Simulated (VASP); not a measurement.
Write the native input for VASP 6.6.1 that does the following.

- Task: single point
- Functional: PBE
- Potentials or basis: VASP PAW PBE potentials, release 64 (Sr_sv, Al)
- Cutoff: 520 eV
- k mesh: 6 × 6 × 4
- Occupations: gaussian, width 0.1 eV
- Spin: no spin polarisation
- Dipole correction: no
- Further INCAR settings: ALGO = Fast; EDIFF = 1e-06; NBANDS = 18

The structure of SrAl3 lies in POSCAR:

```
SrAl3
1.0
    6.2050304439     -0.0000000038      0.0000000000
   -3.1025152187      5.3737139976      0.0000000000
    0.0000000000      0.0000000000      2.8966766529
Sr Al
1 3
Direct
    0.0000000000      0.0000000000      0.5000000000
    0.5000000000      0.0000000000      0.5000000000
    0.0000000000      0.5000000000      0.5000000000
    0.5000000000      0.5000000000      0.5000000000
```

One way to write it, as run:

INCAR

```
SYSTEM = SrAl3
ALGO = Fast
EDIFF = 1E-6
ENCUT = 520
GGA = PE
ISIF = 2
ISMEAR = 0
LASPH = .True.
LCHARG = .True.
LELF = .True.
LREAL = .False.
LVHAR = .True.
LWAVE = .False.
NBANDS = 18
NELM = 100
PREC = Accurate
SIGMA = 0.1
```

KPOINTS

```
k-points
0
Gamma
  6 6 4
  0 0 0
```

Potentials or basis: VASP PAW PBE potentials, release 64 (Sr_sv, Al).

Command:

```sh
$ cat potpaw_PBE.64/Sr_sv/POTCAR potpaw_PBE.64/Al/POTCAR > POTCAR
$ mpirun -np 1 vasp_std > vasp.out
```

Results of the run:

```yaml
Pressure: 0.1 GPa
```

Caveat: the k points lie up to 0.54 Å⁻¹ apart.

Wall time 20 s on 1 thread of Intel(R) Xeon(R) 6975P-C (Granite Rapids) (shared host), peak memory 0.23 GiB.
